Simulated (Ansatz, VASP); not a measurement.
# Ge in VASP and in Ansatz

INCAR

```
SYSTEM = Ge
PREC = Accurate
ENCUT = 600
EDIFF = 1E-7
ISMEAR = -1
SIGMA = 0.05
LREAL = .False.
LASPH = .True.
NELM = 80
ALGO = Normal
ISIF = 3
LWAVE = .False.
LCHARG = .False.
GGA = PE
IBRION = 2
NSW = 60
EDIFFG = -0.01
```

File KPOINTS:

```
Automatic mesh
0
Gamma
  11 11 10
  0 0 0
```

Contents of POSCAR:

```
Ge
1.0
    1.3971490000     -2.6005160000      0.0000000000
    1.3971490000      2.6005160000      0.0000000000
    0.0000000000      0.0000000000      2.6982310000
Ge
1
Direct
    0.5000000000      0.5000000000      0.0000000000
```

input.yaml

```yaml
crystal:
  lattice:
    - [1.397149, -2.600516, 0.0]
    - [1.397149, 2.600516, 0.0]
    - [0.0, 0.0, 2.698231]
  atoms:
    - { symbol: Ge, position: [0.5, 0.5, 0.0] }
hamiltonian:
  xc: pbe
  pseudopotentials: { kind: paw }
kpoints:
  mp_grid: { grid: [11, 11, 10] }
scf:
  occupations: { method: fermi_dirac, width: 0.05 }
output:
  forces: true
  stress: true
  eigenvalues: true
relax:
  f_tol: 0.01
  max_steps: 40
  cell: { stress_tol: 0.05 }
```

Alike in both runs: task relaxation of cell and atoms; functional PBE; k mesh 11 × 11 × 10; occupations fermi-dirac, width 0.05 eV; no spin polarisation.

|  | VASP | Ansatz |
| --- | --- | --- |
| version | VASP 6.6.1 | Ansatz 0.2.0 |
| potentials or method | VASP PAW PBE potentials, release 64 (Ge_d) | Ansatz PAW |
| plane-wave cutoff (eV) | 600 | 420 |
| valence electrons in the cell | 14 | 14 |

Ansatz gave:

| Quantity | Value |
| --- | --- |
| gap on the k mesh at the Fermi level, each at its own relaxed structure (eV) | none |
| relaxed volume (Å³/atom) | 19.40 |
| relaxed cell length with the largest relative difference (Å) | 2.717 |

**Question.** What did VASP give for the same quantities?

**Answer.** gap on the k mesh at the Fermi level, each at its own relaxed structure (eV): none; relaxed volume (Å³/atom): 19.41; relaxed cell length with the largest relative difference (Å): 2.718.

A gap of «none» marks a metal or a gap that the smearing closes.

Noted on Ansatz's run: the plane-wave basis is chosen anew once the cell has moved, so the energies of steps on either side of that aren't comparable.
